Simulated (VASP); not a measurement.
Write the native input for VASP 6.6.1 that does the following.

```yaml
Task: relaxation of cell and atoms
Functional: PBEsol
Potentials_or_basis: VASP PAW PBE potentials, release 64 (Cr_pv, O)
Cutoff: 600 eV
k_mesh: 5 × 5 × 7
Occupations: methfessel-paxton, width 0.05 eV
Spin: collinear spin, ferromagnetic start
Starting_moments: "[3.9, 3.9, 0.0, 0.0, 0.0, 0.0] μB"
Hubbard_terms: Cr d U = 4.4 eV, J = 0.9 eV
Dipole_correction: no
LDAUTYPE: 1
Hund's_J: 0.9
Further_INCAR_settings: ALGO = Normal; EDIFF = 1e-06; IBRION = 2; EDIFFG = -0.01; NSW = 80; ISIF = 3
```

The structure of CrO2 lies in POSCAR:

```
CrO2
1.0
    4.4713430000      0.0000000000      0.0000000000
    0.0000000000      4.4713430000      0.0000000000
    0.0000000000      0.0000000000      2.9951760000
Cr O
2 4
Direct
    0.0000000000      0.5000000000      0.2384505000
    0.5000000000      0.0000000000      0.7615495000
    0.7017070000      0.2017070000      0.2536235000
    0.2982930000      0.7982930000      0.2536235000
    0.2017070000      0.2982930000      0.7463765000
    0.7982930000      0.7017070000      0.7463765000
```

One way to write it, as run:

INCAR

```
SYSTEM = CrO2
PREC = Accurate
ENCUT = 600
EDIFF = 1E-6
ISMEAR = 1
SIGMA = 0.05
LREAL = .FALSE.
LASPH = .TRUE.
NELM = 150
ALGO = Normal
ISIF = 3
LWAVE = .FALSE.
LCHARG = .FALSE.
ISPIN = 2
MAGMOM = 3.9 3.9 0 0 0 0
LORBIT = 11
LMAXMIX = 4
LDAU = .TRUE.
LDAUTYPE = 1
LDAUL = 2 -1
LDAUU = 4.4 0
LDAUJ = 0.9 0
LDAUPRINT = 1
GGA = PS
IBRION = 2
NSW = 80
EDIFFG = -0.01
```

KPOINTS

```
Automatic mesh
0
G
  5 5 7
  0 0 0
```

Potentials or basis: VASP PAW PBE potentials, release 64 (Cr_pv, O).

The run is started by

```console
$ cat potpaw_PBE.64/Cr_pv/POTCAR potpaw_PBE.64/O/POTCAR > POTCAR
$ mpirun -np 1 vasp_std > vasp.out
```

It gave:

```json
{
  "Relaxed volume": "9.56 Å³/atom",
  "Relaxed cell": "a = 4.406 Å, b = 4.406 Å, c = 2.955 Å, α = 90.00°, β = 90.00°, γ = 90.00°",
  "Space group after relaxing (to 0.1 Å)": "P4_2/mnm (No. 136)",
  "Energy gained by relaxing": "17.6 meV/atom",
  "Ionic steps": "9",
  "Pressure after relaxing": "0.1 GPa",
  "Largest force after relaxing": "0.009 eV/Å",
  "Band gap on the k mesh": "zero (filled and empty bands overlap)",
  "Net moment": "4.00 μB per cell",
  "Site moments": "Cr +2.30; O -0.16 μB",
  "Valence electrons inside the program's atomic spheres": "Cr 10.82; O 5.02"
}
```

Caveat: the PAW data sets were made with another functional, which shifts forces and pressure a little; the run started ferromagnetic, and an antiferromagnetic order may lie lower in energy.

Wall time 3.5 min on 1 thread of Intel(R) Xeon(R) 6975P-C (Granite Rapids) (shared host), peak memory 0.25 GiB.
